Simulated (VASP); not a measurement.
Runs of VASP 6.6.1 on InAs. The structure is that of space group F-43m (No. 216), or close to it. The cells are those of the table. 

```tsv
task	cell	cutoff (eV)	gap on the mesh (eV)	pressure (GPa)
single point	a = 4.290 Å, angles 60.0°, 2 atoms	520	none	-1.0
single point	a = 4.233 Å, angles 60.0°, 2 atoms	520	none	1.4
single point	a = 4.131 Å, angles 60.0°, 2 atoms	520	0.14	(b)
relaxation of cell and atoms	relaxed to 7 GPa from a = 4.261 Å, angles 60.0°, 2 atoms	600	(a)	7.0
```

Alike in all rows: level LDA; potentials or basis VASP PAW LDA potentials, release 64 (In_d, As); no spin polarisation; k mesh 12 × 12 × 12; smearing fermi-dirac 0.15 eV.

Q: Fill in the values left out.

A: (a) 0.12; (b) 7.2.

Caveats: semilocal functionals underestimate gaps, and a narrow one can read as zero; spin-orbit coupling is left out, which moves the levels of the heavy elements; the smearing spreads over this small gap (at least some runs); the cell stands under pressure (at least some runs); the cell is relaxed towards a set pressure, so the run minimises the enthalpy, not the energy (at least some runs).

A k mesh can miss the band edges, and the runs leave out spin-orbit coupling on As, In.

A gap of «none» marks levels without a gap at the run's occupations.
